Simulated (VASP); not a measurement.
# H4CO in VASP: single point with PBE+D3(BJ)

Aim: the single point of H4CO with PBE+D3(BJ).

Program: VASP 6.6.1. These are calculated values, not measurements. Logs are shortened: lines on timing, memory, paths and dates and some standing lists are left out, and cuts for length are marked.

### Step 1. The cell of the first run

The cell holds a disordered packing, 36 atoms: a = 7.380 Å, b = 7.380 Å, c = 7.380 Å, α = 90.00°, β = 90.00°, γ = 90.00°.

### Step 2. Single point, PBE+D3(BJ)

Input file INCAR:

```
SYSTEM = H4CO
PREC = Accurate
ENCUT = 1000
EDIFF = 1E-6
ISMEAR = -1
SIGMA = 0.05
LREAL = Auto
LASPH = .TRUE.
NELM = 120
ALGO = Normal
ISIF = 2
LWAVE = .FALSE.
LCHARG = .TRUE.
GGA = PE
IVDW = 12
LELF = .TRUE.
LVHAR = .TRUE.
NBANDS = 66
GGA_COMPAT = .FALSE.
```

Input file KPOINTS:

```
Automatic mesh
0
G
  1 1 1
  0 0 0
```

Input file POSCAR:

```
H4CO
1.0
    7.3803230000      0.0000000000      0.0000000000
    0.0000000000      7.3803230000      0.0000000000
    0.0000000000      0.0000000000      7.3803230000
C O H
6 6 24
Direct
    0.1405027812      0.6128183262      0.4355773088
    0.7390816272      0.5108717178      0.7172139275
    0.7525228555      0.2896609500      0.2060113757
    0.2048740387      0.2207710559      0.6645024736
    0.5218160380      0.8516668937      0.2052077893
    0.0164536343      0.8964008987      0.9667065485
    0.0957177422      0.7796930336      0.5239010052
    0.6391551069      0.3480182474      0.6846800969
    0.6109979092      0.3558326238      0.3205462742
    0.2779716207      0.3541175114      0.7815283146
    0.6426681432      0.7141591609      0.2692365583
   -0.0645595879      0.7396377813      1.0505604395
    0.0377161978      0.5138371871      0.4765479458
    0.1901733693      0.8671066653      0.4950817300
    0.1357246921      0.6275123433      0.2871384693
    0.2735820181      0.5620205375      0.4797571422
    0.6744205476      0.5859176021      0.8290025765
    0.6312629679      0.3354177763      0.5499245863
    0.8813998664      0.4789182189      0.7539620907
    0.7407496225      0.5982120933      0.5962697162
    0.7892798179      0.1526208604      0.2507461210
    0.6016085529      0.4886756325      0.2960876200
    0.7067845542      0.2826512440      0.0636262655
    0.8745939173      0.3754787894      0.2144046949
    0.0570722527      0.2169729648      0.6834238301
    0.4099878165      0.3588379680      0.7559307251
    0.2316439829      0.2510502473      0.5202610464
    0.2594011946      0.0843968617      0.6948032804
    0.3819126579      0.8070712486      0.2262418157
    0.7588597806      0.7298856060      0.2028083499
    0.5440550481      0.9800746414      0.2788447854
    0.5406286266      0.8755782780      0.0590143172
    0.1359313866      0.9369360276      1.0461625855
   -0.0738817278      0.6458735782      0.9588200908
    0.0573786861      0.8651657280      0.8274515015
   -0.0814343378      1.0091209997      0.9643224016
```

Potentials or basis: VASP PAW PBE potentials, release 64 (C_h, O_h, H_h).

On the command line:

```sh
$ cat potpaw_PBE.64/C_h/POTCAR potpaw_PBE.64/O_h/POTCAR potpaw_PBE.64/H_h/POTCAR > POTCAR
$ mpirun -np 1 vasp_gam > vasp.out
```

OUTCAR:

```text
SYSTEM = H4CO
   PREC = Accurate
   ENCUT = 1000
   EDIFF = 1E-6
   ISMEAR = -1
   LREAL = Auto
   LASPH = .TRUE.
   NELM = 120
   ISIF = 2
   GGA = PE
   IVDW = 12
 IVDW          = 12

 ion  position               nearest neighbor table
   1  0.141  0.613  0.436-  13 1.10  16 1.10  15 1.10   7 1.43
   2  0.739  0.511  0.717-  20 1.10  17 1.10  19 1.11   8 1.43
   3  0.753  0.290  0.206-  21 1.10  24 1.10  23 1.10   9 1.43
   4  0.205  0.221  0.665-  25 1.10  27 1.11  28 1.11  10 1.42
   5  0.522  0.852  0.205-  29 1.09  32 1.10  31 1.10  11 1.43
   6  0.016  0.896  0.967-  35 1.10  33 1.10  36 1.10  12 1.44
   7  0.096  0.780  0.524-  14 0.97   1 1.43
   8  0.639  0.348  0.685-  18 1.00   2 1.43
   9  0.611  0.356  0.321-  22 1.00   3 1.43
  10  0.278  0.354  0.782-  26 0.99   4 1.42
  11  0.643  0.714  0.269-  30 0.99   5 1.43
  12  0.935  0.740  0.051-  34 0.97   6 1.44
  13  0.038  0.514  0.477-   1 1.10
  14  0.190  0.867  0.495-   7 0.97
  15  0.136  0.628  0.287-   1 1.10
  16  0.274  0.562  0.480-   1 1.10
  17  0.674  0.586  0.829-   2 1.10
  18  0.631  0.335  0.550-   8 1.00
[... 16 lines left out ...]
  35  0.057  0.865  0.827-   6 1.10
  36  0.919  0.009  0.964-   6 1.10

  LATTYP: Found a simple cubic cell.
 ALAT       =     7.3803230000

  Lattice vectors:

 A1 = (   7.3803230000,   0.0000000000,   0.0000000000)
 A2 = (   0.0000000000,   7.3803230000,   0.0000000000)
 A3 = (   0.0000000000,   0.0000000000,   7.3803230000)

Analysis of symmetry for initial positions (statically):
=====================================================================
 Subroutine PRICEL returns:
 Original cell was already a primitive cell.

 Routine SETGRP: Setting up the symmetry group for a
 simple cubic supercell.

 Subroutine GETGRP returns: Found  1 space group operations
 (whereof  1 operations were pure point group operations)
 out of a pool of 48 trial point group operations.

The static configuration has the point symmetry C_1 .

Analysis of symmetry for dynamics (positions and initial velocities):
=====================================================================
 Subroutine PRICEL returns:
 Original cell was already a primitive cell.

 Routine SETGRP: Setting up the symmetry group for a
 simple cubic supercell.

 Subroutine GETGRP returns: Found  1 space group operations
 (whereof  1 operations were pure point group operations)
 out of a pool of 48 trial point group operations.

The dynamic configuration has the point symmetry C_1 .

 Subroutine INISYM returns: Found  1 space group operations
 (whereof  1 operations are pure point group operations),
 and found     1 'primitive' translations

----------------------------------------------------------------------------------------

                                     Primitive cell

  volume of cell :     402.0001

  direct lattice vectors                    reciprocal lattice vectors
     7.380323000  0.000000000  0.000000000     0.135495425  0.000000000  0.000000000
     0.000000000  7.380323000  0.000000000     0.000000000  0.135495425  0.000000000
     0.000000000  0.000000000  7.380323000     0.000000000  0.000000000  0.135495425

  length of vectors
     7.380323000  7.380323000  7.380323000     0.135495425  0.135495425  0.135495425

  position of ions in fractional coordinates (direct lattice)
     0.140502781  0.612818326  0.435577309
     0.739081627  0.510871718  0.717213927
     0.752522855  0.289660950  0.206011376
     0.204874039  0.220771056  0.664502474
     0.521816038  0.851666894  0.205207789
     0.016453634  0.896400899  0.966706548
[... 28 lines left out ...]
     0.057378686  0.865165728  0.827451502
     0.918565662  0.009121000  0.964322402

  ion indices of the primitive-cell ions
   primitive index   ion index
                 1           1
                 2           2
                 3           3
                 4           4
                 5           5
                 6           6
[... 28 lines left out ...]
                35          35
                36          36

----------------------------------------------------------------------------------------

 KPOINTS: Automatic mesh

Automatic generation of k-mesh.
 Grid dimensions read from file:
 generate k-points for:    1    1    1

 Generating k-lattice:

  Cartesian coordinates                     Fractional coordinates (reciprocal lattice)
     0.135495425  0.000000000  0.000000000     1.000000000  0.000000000  0.000000000
     0.000000000  0.135495425  0.000000000     0.000000000  1.000000000  0.000000000
     0.000000000  0.000000000  0.135495425     0.000000000  0.000000000  1.000000000

  Length of vectors
     0.135495425  0.135495425  0.135495425

  Shift w.r.t. Gamma in fractional coordinates (k-lattice)
     0.000000000  0.000000000  0.000000000

 Subroutine IBZKPT returns following result:
 ===========================================

 Found      1 irreducible k-points:

 Following reciprocal coordinates:
            Coordinates               Weight
  0.000000  0.000000  0.000000      1.000000
   k-points           NKPTS =      1   k-points in BZ     NKDIM =      1   number of bands    NBANDS=     66
   number of dos      NEDOS =    301   number of ions     NIONS =     36
   total plane-waves  NPLWV = 512000
   dimension x,y,z NGX =    80 NGY =   80 NGZ =   80
   dimension x,y,z NGXF=   160 NGYF=  160 NGZF=  160
   ions per type =               6   6  24
   NGX,Y,Z   is equivalent  to a cutoff of  18.02, 18.02, 18.02 a.u.
   NGXF,Y,Z  is equivalent  to a cutoff of  36.04, 36.04, 36.04 a.u.
 SYSTEM =  H4CO
   PREC   = accura    normal or accurate (medium, high low for compatibility)
   ISTART =      0    job   : 0-new  1-cont  2-samecut
   ICHARG =      2    charge: 1-file 2-atom 10-const
   ISPIN  =      1    spin polarized calculation?
   LNONCOLLINEAR =      F non collinear calculations
   LSORBIT =      F    spin-orbit coupling
   LASPH  =      T    aspherical Exc in radial PAW
   ENCUT  = 1000.0 eV  73.50 Ry    8.57 a.u.  19.03 19.03 19.03*2*pi/ulx,y,z
   NELM   =    120;   NELMIN=  2; NELMDL= -5     # of ELM steps
   EDIFF  = 0.1E-05   stopping-criterion for ELM
   LREAL  =      T    real-space projection
   EDIFFG = 0.1E-04   stopping-criterion for IOM
   NSW    =      0    number of steps for IOM
   IBRION =     -1    ionic relax: 0-MD 1-quasi-New 2-CG
   NFREE  =      0    steps in history (QN), initial steepest desc. (CG)
   ISIF   =      2    stress and relaxation
   ISYM   =      2    0-nonsym 1-usesym 2-fastsym
   POTIM  = 0.5000    time-step for ionic-motion
   TEBEG  =    0.0;   TEEND  =   0.0 temperature during run
   PSTRESS=    0.0 pullay stress
   NELECT =      84.0000    total number of electrons
   NUPDOWN=      -1.0000    fix difference up-down
   EMIN   =  10.00;   EMAX   =-10.00  energy-range for DOS
   EFERMI =   0.00;   METHOD = LEGACY
   ISMEAR =    -1;   SIGMA  =   0.05  broadening in eV -4-tet -1-fermi 0-gaus
   EFERMI_NEDOS =   21; number of points for ismear=-14 and -15
   IALGO  =     38    algorithm
   IMIX   =      4    mixing-type and parameters
     AMIX     =   0.40;   BMIX     =  1.00
     AMIX_MAG =   1.60;   BMIX_MAG =  1.00
  volume/ion in A,a.u.               =      11.17        75.36
  Fermi-wavevector in a.u.,A,eV,Ry     =   0.971462  1.835797 12.840345  0.943739
  Thomas-Fermi vector in A             =   2.101681
   LORBIT       =      0    0 simple, 1 ext, 2 COOP (PROOUT), +10 PAW based schemes
   GGA     = PE    functional components
   LHFCALC =     F    Hartree Fock is set to
   AEXX    =    0.0000 exact exchange contribution
   IVDW    =    12    specifies the selected vdW correction
   LEPSILON=     F    determine dielectric tensor
   LRPA    =     F    only Hartree local field effects (RPA)
 non-spin polarized calculation
  energy-cutoff  :     1000.00
  volume of cell :      402.00
 maximum number of plane-waves:     14444
 NGX is ok and might be reduce to    80
   NGX = 39   NGY = 39   NGZ = 39

 number of electron      84.0000000 magnetization

 Free energy of the ion-electron system (eV)
  ---------------------------------------------------
  ext. energy  EPLUGINS =         0.00000000
  ---------------------------------------------------
  free energy    TOTEN  =      -183.19220269 eV

  energy without entropy =     -183.19220269  energy(sigma->0) =     -183.19220269

 E-fermi :  -1.4204     XC(G=0):  -6.3440

 val. band max:       -2.6752423641   @ k =   0.0000   0.0000   0.0000
 cond. band min:       1.9967664797   @ k =   0.0000   0.0000   0.0000
 fundamental gap:      4.6720088438
 Fermi energy:        -1.4203566783

 k-point     1 :       0.0000    0.0000    0.0000
  band No.  band energies     occupation
      1     -22.9133      2.00000
      2     -22.5785      2.00000
      3     -22.3128      2.00000
      4     -22.2444      2.00000
      5     -22.0572      2.00000
      6     -21.6311      2.00000
[... 46 lines left out ...]
     53       5.2801      0.00000
     54       5.4066      0.00000
 [bands above 54 left out]

------------------------ aborting loop because EDIFF is reached ----------------------------------------

 Edisp (eV)   -1.23563

 E8    (eV) :    -0.2679

  FORCE on cell =-STRESS in cart. coord.  units (eV):
  Direction    XX          YY          ZZ          XY          YZ          ZX
  --------------------------------------------------------------------------------------
  -------------------------------------------------------------------------------------
  Total      -1.29408    -0.57660    -0.86723     0.33506    -0.04597    -0.09649
  in kB      -5.15757    -2.29804    -3.45635     1.33537    -0.18321    -0.38456
  external pressure =       -3.64 kB  Pullay stress =        0.00 kB

 VOLUME and BASIS-vectors are now :
 -----------------------------------------------------------------------------
  energy-cutoff  :     1000.00
  volume of cell :      402.00
      direct lattice vectors                 reciprocal lattice vectors
     7.380323000  0.000000000  0.000000000     0.135495425  0.000000000  0.000000000
     0.000000000  7.380323000  0.000000000     0.000000000  0.135495425  0.000000000
     0.000000000  0.000000000  7.380323000     0.000000000  0.000000000  0.135495425

 POSITION                                       TOTAL-FORCE (eV/Angst)
 -----------------------------------------------------------------------------------
      1.03696      4.52280      3.21470         0.075747      0.048580     -0.033280
      5.45466      3.77040      5.29327        -0.050330      0.008781      0.004033
      5.55386      2.13779      1.52043         0.003228      0.014410     -0.024662
      1.51204      1.62936      4.90424         0.019448      0.023192     -0.024088
      3.85117      6.28558      1.51450         0.122374      0.047094     -0.025109
      0.12143      6.61573      7.13461         0.005712      0.127802      0.036473
[... 28 lines left out ...]
      0.42347      6.38520      6.10686         0.013057      0.003018      0.036529
      6.77931      0.06732      7.11701         0.051308     -0.066439      0.010967
 -----------------------------------------------------------------------------------
    total drift:                               -0.001891      0.000792      0.001017

  FREE ENERGIE OF THE ION-ELECTRON SYSTEM (eV)
  ---------------------------------------------------
  free  energy   TOTEN  =      -184.4278290729 eV

  energy  without entropy=     -184.4278290729  energy(sigma->0) =     -184.42782907
```

Run time: 3.3 min. Hardware: 1 thread of Intel Xeon Platinum 8488C (Sapphire Rapids), shared host; peak memory 0.88 GiB.

What came out:

```yaml
Free_energy: -184.4278 eV
Pressure: -0.4 GPa
Largest_force: 0.143 eV/Å
Band_gap_on_the_k_mesh: 4.67 eV
Dispersion_energy_per_atom: -0.034 eV
```

Forces on the atoms (eV/Å):
```
C    0.076  0.049 -0.033
C   -0.050  0.009  0.004
C    0.003  0.014 -0.025
C    0.019  0.023 -0.024
C    0.122  0.047 -0.025
C    0.006  0.128  0.036
O    0.033  0.137  0.009
O    0.042 -0.007  0.008
O    0.027 -0.037  0.009
O   -0.018  0.021 -0.007
O    0.008  0.061 -0.018
O    0.013 -0.053 -0.069
H    0.034  0.035 -0.017
H   -0.102 -0.090  0.042
H    0.036 -0.066  0.027
H   -0.033 -0.020 -0.047
H    0.018 -0.042 -0.054
H    0.025 -0.010 -0.014
H   -0.068  0.004 -0.015
H    0.011  0.033  0.099
H   -0.007  0.033  0.017
H   -0.010  0.003  0.007
H    0.004  0.003 -0.023
H   -0.009 -0.028 -0.023
H    0.011 -0.020  0.025
H   -0.016 -0.017  0.025
H    0.015 -0.048  0.004
H   -0.016 -0.030 -0.026
H   -0.013 -0.089  0.061
H   -0.089  0.006  0.031
H   -0.063 -0.033 -0.045
H   -0.032  0.046  0.022
H   -0.068  0.028 -0.059
H    0.025 -0.023  0.049
H    0.013  0.003  0.037
H    0.051 -0.066  0.011
```

Caveat: the k points lie up to 0.85 Å⁻¹ apart.
